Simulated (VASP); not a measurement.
# Ba (Fm-3m) in VASP: notebook

The runs below take Ba through single point, with LDA.

All numbers are computed with VASP 6.6.1; they aren't measurements. Logs are shortened: lines on timing, memory, paths and dates and some standing lists are left out, and cuts for length are marked.

### 1 The cell of the first run

The structure is cubic, space group Fm-3m (No. 225). The conventional cell has a = 5.989 Å, b = 5.989 Å, c = 5.989 Å, α = 90.00°, β = 90.00°, γ = 90.00°. Within 5.6 Å of Ba (site symmetry m-3m) lie 12 Ba at 4.23 Å.

This isn't the form of Ba at room conditions, which is bcc.

### 2 Single point, LDA

The input, INCAR:

```
PREC = Accurate
ENCUT = 520
EDIFF = 1E-7
ISMEAR = -1
SIGMA = 0.1
LREAL = F
LASPH = T
NELM = 60
ALGO = Normal
ISIF = 2
LWAVE = F
LCHARG = T
LELF = T
LVHAR = T
NBANDS = 11
```

The input, KPOINTS:

```
Automatic mesh
0
Gamma
  9 9 9
```

The input, POSCAR:

```
Ba
1.0
    0.0000000000      2.9943435877      2.9943435877
    2.9943435877      0.0000000000      2.9943435877
    2.9943435877      2.9943435877      0.0000000000
Ba
1
Direct
    0.0000000000      0.0000000000      0.0000000000
```

Potentials or basis: VASP PAW LDA potentials, release 64 (Ba_sv).

The run is started by

```
$ cat potpaw_LDA.64/Ba_sv/POTCAR > POTCAR
$ mpirun -np 1 vasp_std > vasp.out
```

OUTCAR:

```text
PREC = Accurate
   ENCUT = 520
   EDIFF = 1E-7
   ISMEAR = -1
   LREAL = F
   LASPH = T
   NELM = 60
   ISIF = 2

 ion  position               nearest neighbor table
   1  0.000  0.000  0.000-

  LATTYP: Found a face centered cubic cell.
 ALAT       =     5.9886871754

  Lattice vectors:

 A1 = (   0.0000000000,   2.9943435877,   2.9943435877)
 A2 = (   2.9943435877,   0.0000000000,   2.9943435877)
 A3 = (   2.9943435877,   2.9943435877,   0.0000000000)

Analysis of symmetry for initial positions (statically):
=====================================================================
 Subroutine PRICEL returns:
 Original cell was already a primitive cell.

 Routine SETGRP: Setting up the symmetry group for a
 face centered cubic supercell.

 Subroutine GETGRP returns: Found 48 space group operations
 (whereof 48 operations were pure point group operations)
 out of a pool of 48 trial point group operations.

The static configuration has the point symmetry O_h .

Analysis of symmetry for dynamics (positions and initial velocities):
=====================================================================
 Subroutine PRICEL returns:
 Original cell was already a primitive cell.

 Routine SETGRP: Setting up the symmetry group for a
 face centered cubic supercell.

 Subroutine GETGRP returns: Found 48 space group operations
 (whereof 48 operations were pure point group operations)
 out of a pool of 48 trial point group operations.

The dynamic configuration has the point symmetry O_h .

 Subroutine INISYM returns: Found 48 space group operations
 (whereof 48 operations are pure point group operations),
 and found     1 'primitive' translations

----------------------------------------------------------------------------------------

                                     Primitive cell

  volume of cell :      53.6951

  direct lattice vectors                    reciprocal lattice vectors
     0.000000000  2.994343588  2.994343588    -0.166981505  0.166981505  0.166981505
     2.994343588  0.000000000  2.994343588     0.166981505 -0.166981505  0.166981505
     2.994343588  2.994343588  0.000000000     0.166981505  0.166981505 -0.166981505

  length of vectors
     4.234641312  4.234641312  4.234641312     0.289220451  0.289220451  0.289220451

  position of ions in fractional coordinates (direct lattice)
     0.000000000  0.000000000  0.000000000

  ion indices of the primitive-cell ions
   primitive index   ion index
                 1           1

----------------------------------------------------------------------------------------

 KPOINTS: Automatic mesh

Automatic generation of k-mesh.
 Grid dimensions read from file:
 generate k-points for:    9    9    9

 Generating k-lattice:

  Cartesian coordinates                     Fractional coordinates (reciprocal lattice)
    -0.018553501  0.018553501  0.018553501     0.111111111  0.000000000  0.000000000
     0.018553501 -0.018553501  0.018553501     0.000000000  0.111111111  0.000000000
     0.018553501  0.018553501 -0.018553501     0.000000000  0.000000000  0.111111111

  Length of vectors
     0.032135606  0.032135606  0.032135606

  Shift w.r.t. Gamma in fractional coordinates (k-lattice)
     0.000000000  0.000000000  0.000000000

 Subroutine IBZKPT returns following result:
 ===========================================

 Found     35 irreducible k-points:

 Following reciprocal coordinates:
            Coordinates               Weight
  0.000000  0.000000  0.000000      1.000000
  0.111111  0.000000  0.000000      8.000000
  0.222222  0.000000  0.000000      8.000000
  0.333333  0.000000  0.000000      8.000000
  0.444444  0.000000  0.000000      8.000000
  0.111111  0.111111  0.000000      6.000000
[... 16 lines left out ...]
 -0.333333  0.333333  0.000000     12.000000
  0.444444  0.444444  0.000000      6.000000
 [... further k-points ...]
   k-points           NKPTS =     35   k-points in BZ     NKDIM =     35   number of bands    NBANDS=     11
   number of dos      NEDOS =    301   number of ions     NIONS =      1
   total plane-waves  NPLWV =  32768
   dimension x,y,z NGX =    32 NGY =   32 NGZ =   32
   dimension x,y,z NGXF=    64 NGYF=   64 NGZF=   64
   ions per type =               1
   NGX,Y,Z   is equivalent  to a cutoff of  12.56, 12.56, 12.56 a.u.
   NGXF,Y,Z  is equivalent  to a cutoff of  25.13, 25.13, 25.13 a.u.
 SYSTEM =  unknown system
   PREC   = accura    normal or accurate (medium, high low for compatibility)
   ISTART =      0    job   : 0-new  1-cont  2-samecut
   ICHARG =      2    charge: 1-file 2-atom 10-const
   ISPIN  =      1    spin polarized calculation?
   LNONCOLLINEAR =      F non collinear calculations
   LSORBIT =      F    spin-orbit coupling
   LASPH  =      T    aspherical Exc in radial PAW
   ENCUT  =  520.0 eV  38.22 Ry    6.18 a.u.   7.87  7.87  7.87*2*pi/ulx,y,z
   NELM   =     60;   NELMIN=  2; NELMDL= -5     # of ELM steps
   EDIFF  = 0.1E-06   stopping-criterion for ELM
   LREAL  =      F    real-space projection
   EDIFFG = 0.1E-05   stopping-criterion for IOM
   NSW    =      0    number of steps for IOM
   IBRION =     -1    ionic relax: 0-MD 1-quasi-New 2-CG
   NFREE  =      0    steps in history (QN), initial steepest desc. (CG)
   ISIF   =      2    stress and relaxation
   ISYM   =      2    0-nonsym 1-usesym 2-fastsym
   POTIM  = 0.5000    time-step for ionic-motion
   TEBEG  =    0.0;   TEEND  =   0.0 temperature during run
   PSTRESS=    0.0 pullay stress
   NELECT =      10.0000    total number of electrons
   NUPDOWN=      -1.0000    fix difference up-down
   EMIN   =  10.00;   EMAX   =-10.00  energy-range for DOS
   EFERMI =   0.00;   METHOD = LEGACY
   ISMEAR =    -1;   SIGMA  =   0.10  broadening in eV -4-tet -1-fermi 0-gaus
   EFERMI_NEDOS =   21; number of points for ismear=-14 and -15
   IALGO  =     38    algorithm
   IMIX   =      4    mixing-type and parameters
     AMIX     =   0.40;   BMIX     =  1.00
     AMIX_MAG =   1.60;   BMIX_MAG =  1.00
  volume/ion in A,a.u.               =      53.70       362.35
  Fermi-wavevector in a.u.,A,eV,Ry     =   0.934896  1.766697 11.891902  0.874030
  Thomas-Fermi vector in A             =   2.061748
   LORBIT       =      0    0 simple, 1 ext, 2 COOP (PROOUT), +10 PAW based schemes
   GGA     = CA    functional components
   LHFCALC =     F    Hartree Fock is set to
   AEXX    =    0.0000 exact exchange contribution
   IVDW    =     0    specifies the selected vdW correction
   LEPSILON=     F    determine dielectric tensor
   LRPA    =     F    only Hartree local field effects (RPA)
 non-spin polarized calculation
  energy-cutoff  :      520.00
  volume of cell :       53.70
 maximum number of plane-waves:      1464
   NGX = 15   NGY = 15   NGZ = 15

 number of electron      10.0000000 magnetization

 Free energy of the ion-electron system (eV)
  ---------------------------------------------------
  ext. energy  EPLUGINS =         0.00000000
  ---------------------------------------------------
  free energy    TOTEN  =        -2.26311352 eV

  energy without entropy =       -2.21094074  energy(sigma->0) =       -2.23702713

 E-fermi :   2.0136     XC(G=0):  -8.1483

 val. band max:        1.9520337741   @ k =  -0.4444   0.4444   0.1111
 cond. band min:       2.0305434099   @ k =  -0.2222   0.3333   0.1111
 fundamental gap:      0.0785096358
 Fermi energy:         2.0135650617

 k-point     1 :       0.0000    0.0000    0.0000
  band No.  band energies     occupation
      1     -26.5554      2.00000
      2     -11.3988      2.00000
      3     -11.3988      2.00000
      4     -11.3988      2.00000
      5      -0.8177      2.00000
      6       3.9081      0.00000
      7       3.9081      0.00000
      8       3.9081      0.00000
      9       5.7914      0.00000
     10       5.7914      0.00000
     11       8.4304      0.00000

 k-point     2 :       0.1111    0.0000    0.0000
  band No.  band energies     occupation
      1     -26.5460      2.00000
      2     -11.4985      2.00000
      3     -11.4107      2.00000
      4     -11.4107      2.00000
      5      -0.5535      2.00000
      6       3.6233      0.00000
      7       4.0275      0.00000
      8       4.0275      0.00000
      9       5.6253      0.00000
     10       5.6253      0.00000
     11       9.0098      0.00000

 k-point     3 :       0.2222    0.0000    0.0000
  band No.  band energies     occupation
      1     -26.5219      2.00000
      2     -11.7390      2.00000
      3     -11.4405      2.00000
      4     -11.4405      2.00000
      5       0.1047      2.00000
      6       3.1835      0.00002
      7       4.1444      0.00000
      8       4.1444      0.00000
      9       5.6015      0.00000
     10       5.6015      0.00000
     11       8.8834      0.00000

 k-point     4 :       0.3333    0.0000    0.0000
  band No.  band energies     occupation
      1     -26.4943      2.00000
      2     -11.9946      2.00000
      3     -11.4739      2.00000
      4     -11.4739      2.00000
      5       0.7322      1.99999
      6       3.1625      0.00002
      7       3.9507      0.00000
      8       3.9507      0.00000
      9       6.2610      0.00000
     10       6.2610      0.00000
     11       8.2869      0.00000
[... 239 lines left out ...]
 k-point    22 :      -0.4444    0.3333    0.0000
  band No.  band energies     occupation
      1     -26.4507      2.00000
      2     -12.0310      2.00000
      3     -11.7926      2.00000
      4     -11.6206      2.00000
      5       1.5262      1.98483
      6       2.1654      0.35949
      7       3.7561      0.00000
      8       5.5401      0.00000
      9       7.2419      0.00000
     10       7.2769      0.00000
     11       8.8304      0.00000

 k-point    23 :      -0.3333    0.3333    0.0000
  band No.  band energies     occupation
      1     -26.4534      2.00000
      2     -11.9258      2.00000
      3     -11.9178      2.00000
      4     -11.5780      2.00000
      5       1.9434      1.33697
      6       2.3867      0.04682
      7       3.3400      0.00000
      8       5.0714      0.00000
      9       6.4535      0.00000
     10       6.9633      0.00000
     11      10.3240      0.00000

 k-point    24 :       0.4444    0.4444    0.0000
  band No.  band energies     occupation
      1     -26.4502      2.00000
      2     -12.1021      2.00000
      3     -11.6655      2.00000
      4     -11.6655      2.00000
      5       1.0303      1.99989
      6       1.6932      1.92195
      7       4.6437      0.00000
      8       7.2029      0.00000
      9       7.2029      0.00000
     10       7.2351      0.00000
     11       9.1604      0.00000

 [... further k-points ...]

------------------------ aborting loop because EDIFF is reached ----------------------------------------

  FORCE on cell =-STRESS in cart. coord.  units (eV):
  Direction    XX          YY          ZZ          XY          YZ          ZX
  --------------------------------------------------------------------------------------
  -------------------------------------------------------------------------------------
  Total        0.0191000      0.0191000      0.0191000      0.0000000      0.0000000     -0.0000000
  in kB        0.5699139      0.5699139      0.5699139      0.0000000      0.0000000     -0.0000000
  external PRESSURE =       0.5699139 kB  Pullay stress =       0.0000000 kB

 VOLUME and BASIS-vectors are now :
 -----------------------------------------------------------------------------
  energy-cutoff  :      520.00
  volume of cell :       53.70
      direct lattice vectors                 reciprocal lattice vectors
     0.000000000  2.994343588  2.994343588    -0.166981505  0.166981505  0.166981505
     2.994343588  0.000000000  2.994343588     0.166981505 -0.166981505  0.166981505
     2.994343588  2.994343588  0.000000000     0.166981505  0.166981505 -0.166981505

 POSITION                                       TOTAL-FORCE (eV/Angst)
 -----------------------------------------------------------------------------------
      0.00000      0.00000      0.00000         0.000000     -0.000000     -0.000000
 -----------------------------------------------------------------------------------
    total drift:                                0.000000      0.000000      0.000000

  FREE ENERGIE OF THE ION-ELECTRON SYSTEM (eV)
  ---------------------------------------------------
  free  energy   TOTEN  =        -2.2631135175 eV

  energy  without entropy=       -2.2109407354  energy(sigma->0) =       -2.23702713
```

It took 20 s on 1 thread of Intel Xeon Platinum 8259CL at 2.50GHz (Skylake/Cascade Lake), shared host; peak memory 0.16 GiB.

What came out:

| Property | Result |
| --- | --- |
| Free energy | -2.2631 eV |
| Pressure | 0.1 GPa |
| Band gap on the k mesh | zero (bands 5 and 6 overlap by 0.39 eV) |

Levels at points of the mesh, in eV from the Fermi level:
```tsv
k point	band 3	band 4	band 5	band 6	band 7	band 8
(0.00, 0.00, 0.00)	-13.41	-13.41	-2.83	1.89	1.89	1.89
```

Caveat: spin-orbit coupling is left out, which moves the levels of the heavy elements.

### 3 Single point, LDA (47.25 Å³/atom)

This run uses another cell than the first one, of 47.25 Å³/atom.

The input, INCAR:

```
PREC     = Accurate       # precision mode
ENCUT    = 520            # plane-wave cutoff, eV
EDIFF    = 1E-6           # SCF threshold, eV
ISMEAR   = -1             # smearing method
SIGMA    = 0.1            # smearing width, eV
LREAL    = F              # projectors in reciprocal space
LASPH    = T              # aspherical terms in the spheres
NELM     = 80             # most SCF steps
ALGO     = Normal         # electronic algorithm
ISIF     = 2              # what is computed and relaxed
LWAVE    = F              # write WAVECAR
LCHARG   = T              # write CHGCAR
GGA      = CA             # functional
LELF     = T              # ELF
LVHAR    = T            
NBANDS   = 11             # bands
```

The input, KPOINTS:

```
regular mesh
0
Gamma
  10 10 10
```

The input, POSCAR:

```
Ba
1.0
    0.0000000000      2.8694314650      2.8694314650
    2.8694314650      0.0000000000      2.8694314650
    2.8694314650      2.8694314650      0.0000000000
Ba
1
Direct
    0.0000000000      0.0000000000      0.0000000000
```

Potentials or basis: VASP PAW LDA potentials, release 64 (Ba_sv).

The run is started by

```
$ cat potpaw_LDA.64/Ba_sv/POTCAR > POTCAR
$ mpirun -np 1 vasp_std > vasp.out
```

OUTCAR:

```text
PREC = Accurate
   ENCUT = 520
   EDIFF = 1E-6
   ISMEAR = -1
   LREAL = F
   LASPH = T
   NELM = 80
   ISIF = 2
   GGA = CA

 ion  position               nearest neighbor table
   1  0.000  0.000  0.000-

  LATTYP: Found a face centered cubic cell.
 ALAT       =     5.7388629300

  Lattice vectors:

 A1 = (   0.0000000000,   2.8694314650,   2.8694314650)
 A2 = (   2.8694314650,   0.0000000000,   2.8694314650)
 A3 = (   2.8694314650,   2.8694314650,   0.0000000000)

[... 514 lines left out ...]
     11      11.6533      0.00000

 [... further k-points ...]

------------------------ aborting loop because EDIFF is reached ----------------------------------------

  FORCE on cell =-STRESS in cart. coord.  units (eV):
  Direction    XX          YY          ZZ          XY          YZ          ZX
  --------------------------------------------------------------------------------------
  -------------------------------------------------------------------------------------
  Total        0.4402148      0.4402148      0.4402148      0.0000000      0.0000000      0.0000000
  in kB       14.9264871     14.9264871     14.9264871      0.0000000      0.0000000      0.0000000
  external PRESSURE =      14.9264871 kB  Pullay stress =       0.0000000 kB

 VOLUME and BASIS-vectors are now :
 -----------------------------------------------------------------------------
  energy-cutoff  :      520.00
  volume of cell :       47.25
      direct lattice vectors                 reciprocal lattice vectors
     0.000000000  2.869431465  2.869431465    -0.174250546  0.174250546  0.174250546
     2.869431465  0.000000000  2.869431465     0.174250546 -0.174250546  0.174250546
     2.869431465  2.869431465  0.000000000     0.174250546  0.174250546 -0.174250546

 POSITION                                       TOTAL-FORCE (eV/Angst)
 -----------------------------------------------------------------------------------
      0.00000      0.00000      0.00000         0.000000     -0.000000      0.000000
 -----------------------------------------------------------------------------------
    total drift:                               -0.000000     -0.000000     -0.000000

  FREE ENERGIE OF THE ION-ELECTRON SYSTEM (eV)
  ---------------------------------------------------
  free  energy   TOTEN  =        -2.2327427594 eV

  energy  without entropy=       -2.1839582275  energy(sigma->0) =       -2.20835049
```

OSZICAR:

```text
N       E                     dE             d eps       ncg     rms          rms(c)
DAV:   1     0.489446503400E+02    0.48945E+02   -0.45209E+03  1034   0.780E+02
DAV:   2    -0.145202767366E+00   -0.49090E+02   -0.47420E+02  1235   0.143E+02
DAV:   3    -0.219701376426E+01   -0.20518E+01   -0.20231E+01  1308   0.283E+01
DAV:   4    -0.225293888264E+01   -0.55925E-01   -0.55745E-01  1265   0.438E+00
DAV:   5    -0.225488442831E+01   -0.19455E-02   -0.19449E-02  1371   0.664E-01    0.261E+00
DAV:   6    -0.224022263680E+01    0.14662E-01   -0.12105E-02  1607   0.821E-01    0.149E+00
DAV:   7    -0.223278177592E+01    0.74409E-02   -0.13908E-02  1525   0.912E-01    0.107E-01
DAV:   8    -0.223274068610E+01    0.41090E-04   -0.23591E-04  1289   0.935E-02    0.187E-02
DAV:   9    -0.223274358050E+01   -0.28944E-05   -0.96035E-06  1293   0.215E-02    0.555E-03
DAV:  10    -0.223274275942E+01    0.82108E-06   -0.13091E-06  1154   0.741E-03
   1 F= -.22327428E+01 E0= -.22083505E+01  d E =-.487845E-01
```

Wall time 32 s (1 thread of Intel Xeon Platinum 8259CL at 2.50GHz (Skylake/Cascade Lake), shared host); peak memory 0.16 GiB.

Results:

| Quantity | Value |
| --- | --- |
| Free energy | -2.2327 eV |
| Pressure | 1.5 GPa |
| Band gap on the k mesh | zero (bands 5 and 6 overlap by 0.74 eV) |

Caveat: spin-orbit coupling is left out, which moves the levels of the heavy elements.

### 4 Single point, LDA (49.40 Å³/atom)

This run uses another cell than the first one, of 49.40 Å³/atom.

The input, INCAR:

```
SYSTEM = Ba
PREC = Accurate
ENCUT = 520
EDIFF = 1E-7
ISMEAR = -1
SIGMA = 0.1
LREAL = .False.
LASPH = .True.
NELM = 80
ALGO = Normal
ISIF = 2
LWAVE = .False.
LCHARG = .False.
NBANDS = 11
```

The input, KPOINTS:

```
regular mesh
0
Gamma
  10 10 10
  0 0 0
```

The input, POSCAR:

```
Ba
1.0
    0.0000000000      2.9122651152      2.9122651152
    2.9122651152      0.0000000000      2.9122651152
    2.9122651152      2.9122651152      0.0000000000
Ba
1
Direct
    0.0000000000      0.0000000000      0.0000000000
```

The run is started by

```
$ cat potpaw_LDA.64/Ba_sv/POTCAR > POTCAR
$ mpirun -np 1 vasp_std > vasp.out
```

Wall time 19 s (1 thread of Intel Xeon Platinum 8259CL at 2.50GHz (Skylake/Cascade Lake), shared host); peak memory 0.16 GiB.

Results (log left out):

```
Free energy            : -2.2491 eV
Pressure               : 1.0 GPa
Band gap on the k mesh : zero (bands 5 and 6 overlap by 0.64 eV)
```

Levels at points of the mesh, in eV from the Fermi level:
```
           k point  band 1  band 2  band 3  band 4  band 5  band 6  band 7  band 8  band 9  band 10
(0.00, 0.00, 0.00)  -28.46  -13.21  -13.21  -13.21   -2.82    1.98    1.98    1.98    4.06     4.06
(0.50, 0.00, 0.00)  -28.35  -14.20  -13.33  -13.33   -1.08    1.79    1.79    2.03    5.69     5.69
(0.50, 0.50, 0.00)  -28.31  -14.13  -13.56  -13.56   -1.14   -0.47    3.31    5.73    6.22     6.22
```

Caveat: spin-orbit coupling is left out, which moves the levels of the heavy elements.

(Part 1 of 2 ends here.)

The gap in the log of VASP goes by the Fermi energy; the results here count the filled bands.